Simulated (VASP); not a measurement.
# Co (P6_3/mmc) in VASP: further runs

Co is run at these levels: PBE; tasks: single point.

All numbers are computed with VASP 6.6.1; they aren't measurements. Logs are shortened: lines on timing, memory, paths and dates and some standing lists are left out, and cuts for length are marked.

**1. The cell of the first run**

The structure is hexagonal, space group P6_3/mmc (No. 194). Conventional cell: a = 2.556 Å, b = 2.556 Å, c = 4.234 Å, α = 90.00°, β = 90.00°, γ = 120.00°. Co (site symmetry -6m2) has 12 Co at 2.56 to 2.58 Å within 3.4 Å.

**2. Single point, PBE, collinear spin, ferromagnetic start**

File INCAR:

```
  PREC = Accurate
  ENCUT = 520
  EDIFF = 1E-6
  ISMEAR = 0
  SIGMA = 0.15
  LREAL = False
  LASPH = True
  NELM = 150
  ALGO = Normal
  ISIF = 2
  LWAVE = False
  LCHARG = False
  ISPIN = 2
  MAGMOM = 1.86 1.86
  LORBIT = 11
  LMAXMIX = 4
  GGA = PE
  NBANDS = 20
```

File KPOINTS:

```
Automatic mesh
0
Gamma
  21 21 12
```

File POSCAR:

```
Co
1.0
    2.5557000000      0.0000000000      0.0000000000
   -1.2778500000      2.2133011245      0.0000000000
    0.0000000000      0.0000000000      4.2339000000
Co
2
Direct
    0.3333333333      0.6666666667      0.2500000000
    0.6666666667      0.3333333333      0.7500000000
```

Potentials or basis: VASP PAW PBE potentials, release 64 (Co).

The run is started by

```console
$ cat potpaw_PBE.64/Co/POTCAR > POTCAR
$ mpirun -np 1 vasp_std > vasp.out
```

OUTCAR:

```text
PREC = Accurate
   ENCUT = 520
   EDIFF = 1E-6
   ISMEAR = 0
   LREAL = False
   LASPH = True
   NELM = 150
   ISIF = 2
   ISPIN = 2
   LORBIT = 11
   GGA = PE

 ion  position               nearest neighbor table
   1  0.333  0.667  0.250-   2 2.58   2 2.58   2 2.58   2 2.58   2 2.58   2 2.58
   2  0.667  0.333  0.750-   1 2.58   1 2.58   1 2.58   1 2.58   1 2.58   1 2.58

  LATTYP: Found a hexagonal cell.
 ALAT       =     2.5557000000
 C/A-ratio  =     1.6566498415

  Lattice vectors:

 A1 = (   2.5557000000,   0.0000000000,   0.0000000000)
 A2 = (  -1.2778500000,   2.2133011245,   0.0000000000)
 A3 = (   0.0000000000,   0.0000000000,   4.2339000000)

Analysis of symmetry for initial positions (statically):
=====================================================================
 Subroutine PRICEL returns:
 Original cell was already a primitive cell.

 Routine SETGRP: Setting up the symmetry group for a
 hexagonal supercell.

 Subroutine GETGRP returns: Found 24 space group operations
 (whereof 12 operations were pure point group operations)
 out of a pool of 24 trial point group operations.

The static configuration has the point symmetry D_3d.
 The point group associated with its full space group is D_6h.

Analysis of symmetry for dynamics (positions and initial velocities):
=====================================================================
 Subroutine PRICEL returns:
 Original cell was already a primitive cell.

 Routine SETGRP: Setting up the symmetry group for a
 hexagonal supercell.

 Subroutine GETGRP returns: Found 24 space group operations
 (whereof 12 operations were pure point group operations)
 out of a pool of 24 trial point group operations.

The dynamic configuration has the point symmetry D_3d.
 The point group associated with its full space group is D_6h.

Analysis of structural, dynamic, and magnetic symmetry:
=====================================================================
 Subroutine PRICEL returns:
 Original cell was already a primitive cell.

 Routine SETGRP: Setting up the symmetry group for a
 hexagonal supercell.

 Subroutine GETGRP returns: Found 24 space group operations
 (whereof 12 operations were pure point group operations)
 out of a pool of 24 trial point group operations.

The overall configuration has the point symmetry D_3d.
 The point group associated with its full space group is D_6h.

 Subroutine INISYM returns: Found 24 space group operations
 (whereof 12 operations are pure point group operations),
 and found     1 'primitive' translations
[... 111 lines left out ...]
   EFERMI_NEDOS =   21; number of points for ismear=-14 and -15
   IALGO  =     38    algorithm
   IMIX   =      4    mixing-type and parameters
     AMIX     =   0.40;   BMIX     =  1.00
     AMIX_MAG =   1.60;   BMIX_MAG =  1.00
  volume/ion in A,a.u.               =      11.97        80.81
  Fermi-wavevector in a.u.,A,eV,Ry     =   1.488454  2.812770 30.143633  2.215495
  Thomas-Fermi vector in A             =   2.601486
   LORBIT       =     11    0 simple, 1 ext, 2 COOP (PROOUT), +10 PAW based schemes
   GGA     = PE    functional components
   LHFCALC =     F    Hartree Fock is set to
   AEXX    =    0.0000 exact exchange contribution
   IVDW    =     0    specifies the selected vdW correction
   LEPSILON=     F    determine dielectric tensor
   LRPA    =     F    only Hartree local field effects (RPA)
 spin polarized calculation
 Gauss-broadening in eV      SIGMA  =   0.15
  energy-cutoff  :      520.00
  volume of cell :       23.95
 maximum number of plane-waves:       658
 NGX is ok and might be reduce to    20
   NGX =  9   NGY =  9   NGZ = 15

 number of electron      17.9999998 magnetization       3.3702444

 Free energy of the ion-electron system (eV)
  ---------------------------------------------------
  ext. energy  EPLUGINS =         0.00000000
  ---------------------------------------------------
  free energy    TOTEN  =       -13.94272118 eV

  energy without entropy =      -13.91919443  energy(sigma->0) =      -13.93095780

 E-fermi :   8.9485     XC(G=0): -12.8349

 val. band max:        8.9481654546   @ k =   0.4762   0.0476   0.4167
 cond. band min:       8.9514656355   @ k =   0.3333   0.0000   0.5000
 fundamental gap:      0.0033001809
 Fermi energy:         8.9484733031

 spin component 1

 k-point     1 :       0.0000    0.0000    0.0000
  band No.  band energies     occupation
      1       0.5880      1.00000
      2       4.1942      1.00000
      3       6.3257      1.00000
      4       6.4572      1.00000
      5       6.4572      1.00000
      6       6.6972      1.00000
[... 541 lines left out ...]
     19      32.4718      0.00000
     20      33.2437      0.00000

 [... further k-points ...]

 spin component 2

 k-point     1 :       0.0000    0.0000    0.0000
  band No.  band energies     occupation
      1       0.5667      1.00000
      2       5.1450      1.00000
      3       7.9903      1.00000
      4       8.1628      1.00000
      5       8.1628      1.00000
      6       8.4503      1.00000
[... 541 lines left out ...]
     19      32.7083      0.00000
     20      33.6180      0.00000

 [... further k-points ...]
[... 5 lines left out ...]
  --------------------------------------------------------------------------------------
  -------------------------------------------------------------------------------------
  Total       -2.2424137     -2.2424137     -2.9468967     -0.0000000      0.0000000      0.0000000
  in kB     -150.0152265   -150.0152265   -197.1444331     -0.0000000      0.0000000      0.0000000
  external PRESSURE =    -165.7249621 kB  Pullay stress =       0.0000000 kB

 VOLUME and BASIS-vectors are now :
 -----------------------------------------------------------------------------
  energy-cutoff  :      520.00
  volume of cell :       23.95
      direct lattice vectors                 reciprocal lattice vectors
     2.555700000  0.000000000  0.000000000     0.391282232  0.225906902  0.000000000
    -1.277850000  2.213301125  0.000000000     0.000000000  0.451813804  0.000000000
     0.000000000  0.000000000  4.233900000     0.000000000  0.000000000  0.236188857

 POSITION                                       TOTAL-FORCE (eV/Angst)
 -----------------------------------------------------------------------------------
     -0.00000      1.47553      1.05848         0.000000     -0.000000      0.000000
      1.27785      0.73777      3.17543        -0.000000      0.000000      0.000000
 -----------------------------------------------------------------------------------
    total drift:                               -0.000000      0.000000     -0.000000

  FREE ENERGIE OF THE ION-ELECTRON SYSTEM (eV)
  ---------------------------------------------------
  free  energy   TOTEN  =       -13.9427211810 eV

  energy  without entropy=      -13.9191944256  energy(sigma->0) =      -13.93095780

 total charge

# of ion       s       p       d       tot
------------------------------------------
    1        0.451   0.443   7.204   8.097
    2        0.451   0.443   7.204   8.097
--------------------------------------------------
tot          0.901   0.885  14.408  16.195

 magnetization (x)

# of ion       s       p       d       tot
------------------------------------------
    1       -0.013  -0.051   1.788   1.724
    2       -0.013  -0.051   1.788   1.724
--------------------------------------------------
tot         -0.026  -0.102   3.577   3.449
```

OSZICAR:

```text
N       E                     dE             d eps       ncg     rms          rms(c)
DAV:   1     0.857039634842E+02    0.85704E+02   -0.78753E+03 27944   0.116E+03
DAV:   2    -0.115982485220E+02   -0.97302E+02   -0.87710E+02 27260   0.213E+02
DAV:   3    -0.160201368652E+02   -0.44219E+01   -0.42237E+01 30628   0.556E+01
DAV:   4    -0.160863388277E+02   -0.66202E-01   -0.66152E-01 33224   0.598E+00
DAV:   5    -0.160882520889E+02   -0.19133E-02   -0.19132E-02 31196   0.967E-01    0.138E+01
DAV:   6    -0.145601064055E+02    0.15281E+01   -0.90594E+00 30036   0.592E+01    0.828E+00
DAV:   7    -0.139684538691E+02    0.59165E+00   -0.15799E+00 30248   0.230E+01    0.365E+00
DAV:   8    -0.139571601390E+02    0.11294E-01   -0.18736E-02 35024   0.120E+00    0.157E+00
DAV:   9    -0.139432240772E+02    0.13936E-01   -0.39567E-03 41548   0.103E+00    0.487E-01
DAV:  10    -0.139428776268E+02    0.34645E-03   -0.51769E-04 35020   0.270E-01    0.228E-01
DAV:  11    -0.139427220342E+02    0.15559E-03   -0.22795E-04 38528   0.227E-01    0.360E-02
DAV:  12    -0.139427215532E+02    0.48099E-06   -0.19219E-05 28784   0.404E-02    0.195E-02
DAV:  13    -0.139427211810E+02    0.37221E-06   -0.19872E-06 31484   0.151E-02
   1 F= -.13942721E+02 E0= -.13930958E+02  d E =-.235268E-01  mag=     3.3709
```

Run time: 5.2 min. Hardware: 1 thread of Oxide Virtual Turin-like, shared host; peak memory 0.28 GiB.

What came out:

| Property | Result |
| --- | --- |
| Free energy | -13.9427 eV |
| Pressure | -16.6 GPa |
| Net moment | 3.37 μB per cell |
| Site moments | Co +1.72 μB |
| Valence electrons inside the program's atomic spheres | Co 8.10 |

Levels at points of the mesh, in eV from the Fermi level:
Spin up:
```tsv
k point	band 8	band 9	band 10	band 11	band 12	band 13	band 14	band 15
(0.00, 0.00, 0.00)	-1.90	-1.90	-1.03	-1.03	-0.27	5.16	21.43	23.26
(0.00, 0.00, 0.50)	-2.53	-1.30	-1.30	-1.30	-1.30	13.31	13.31	22.07
```
Spin down:
```tsv
k point	band 5	band 6	band 7	band 8	band 9	band 10
(0.00, 0.00, 0.00)	-0.79	-0.50	-0.50	-0.36	-0.02	-0.02
(0.00, 0.00, 0.50)	-0.82	-0.82	-0.82	-0.82	0.66	0.66
```

**3. Single point, PBE, collinear spin, ferromagnetic start**

This run uses another cell than the first one, of 11.03 Å³/atom, 0.921 times its volume.

File INCAR:

```
SYSTEM = Co
  ALGO = Normal
  EDIFF = 1E-7
  ENCUT = 520
  GGA = PE
  ISIF = 2
  ISMEAR = 0
  ISPIN = 2
  LASPH = .TRUE.
  LCHARG = .TRUE.
  LELF = .TRUE.
  LMAXMIX = 4
  LORBIT = 11
  LREAL = .FALSE.
  LVHAR = .TRUE.
  LWAVE = .FALSE.
  MAGMOM = 1.86 1.86
  NBANDS = 20
  NELM = 150
  PREC = Accurate
  SIGMA = 0.15
```

File KPOINTS:

```
k-points
0
G
  21 21 12
  0 0 0
```

File POSCAR:

```
Co
1.0
    2.4186000000      0.0000000000      0.0000000000
   -1.2093000000      2.0945690416      0.0000000000
    0.0000000000      0.0000000000      4.3548000000
Co
2
Direct
    0.3333333333      0.6666666667      0.2500000000
    0.6666666667      0.3333333333      0.7500000000
```

Potentials or basis: VASP PAW PBE potentials, release 64 (Co).

The run is started by

```console
$ cat potpaw_PBE.64/Co/POTCAR > POTCAR
$ mpirun -np 1 vasp_std > vasp.out
```

Run time: 6.3 min. Hardware: 1 thread of Oxide Virtual Turin-like, shared host; peak memory 0.27 GiB.

Results (log left out):

```
Free energy                                           : -13.9327 eV
Pressure                                              : -1.0 GPa
Net moment                                            : 3.26 μB per cell
Site moments                                          : Co +1.65 μB
Valence electrons inside the program's atomic spheres : Co 8.26
```

Stress tensor (GPa, compression positive):
```
  8.62   0.00   0.00
  0.00   8.62   0.00
  0.00   0.00 -20.17
```

Levels at points of the mesh, in eV from the Fermi level:
Spin up:
| k point | band 7 | band 8 | band 9 | band 10 | band 11 | band 12 | band 13 | band 14 | band 15 | band 16 |
| --- | --- | --- | --- | --- | --- | --- | --- | --- | --- | --- |
| (0.00, 0.00, 0.00) | -2.40 | -1.72 | -1.72 | -1.21 | -1.01 | -1.01 | 4.64 | 21.66 | 23.22 | 25.72 |
| (0.00, 0.00, 0.50) | -2.59 | -2.59 | -1.27 | -1.27 | -1.27 | -1.27 | 12.09 | 12.09 | 23.84 | 23.84 |
Spin down:
```csv
k point,band 3,band 4,band 5,band 6,band 7,band 8,band 9,band 10,band 11,band 12
"(0.00, 0.00, 0.00)",-1.67,-1.27,-0.99,-0.99,-0.76,-0.76,0.21,0.21,1.00,1.00
"(0.00, 0.00, 0.50)",-2.02,-2.02,-0.96,-0.96,-0.96,-0.96,0.71,0.71,0.71,0.71
```
